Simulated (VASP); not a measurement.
Runs of VASP 6.6.1 on ZnSnN2. The structure is that of space group P-4m2 (No. 115), or close to it. The cells are those of the table. 

```tsv
level	cell	gap on the mesh (eV)	pressure (GPa)	largest force (eV/Å)
PBE	a = 3.344, b = 3.344, c = 4.667 Å, 4 atoms	0.10	10.2	0.18
PBE	a = 3.379, b = 3.379, c = 4.716 Å, 4 atoms	none	4.9	0.08
PBE	a = 3.447, b = 3.447, c = 4.811 Å, 4 atoms	none	-3.5	0.09
r2SCAN	a = 3.313, b = 3.313, c = 4.604 Å, 4 atoms	(a)	12.1	0.26
r2SCAN	a = 3.416, b = 3.416, c = 4.746 Å, 4 atoms	(b)	-4.0	0.09
```

Alike in all rows: task single point; potentials or basis VASP PAW PBE potentials, release 64 (Zn, N, Sn_d); no spin polarisation; k mesh 6 × 6 × 4; cutoff (eV) 520; smearing fermi-dirac 0.02 eV.

**Question.** Estimate the missing entries.

**Answer.** (a) 0.57; (b) 0.24.

Caveats: spin-orbit coupling is left out, which moves the levels of the heavy elements; the PAW data sets were made with another functional, which shifts forces and pressure a little (some runs).

A k mesh can miss the band edges, and the runs leave out spin-orbit coupling on Sn.

A gap of «none» marks levels without a gap at the run's occupations.
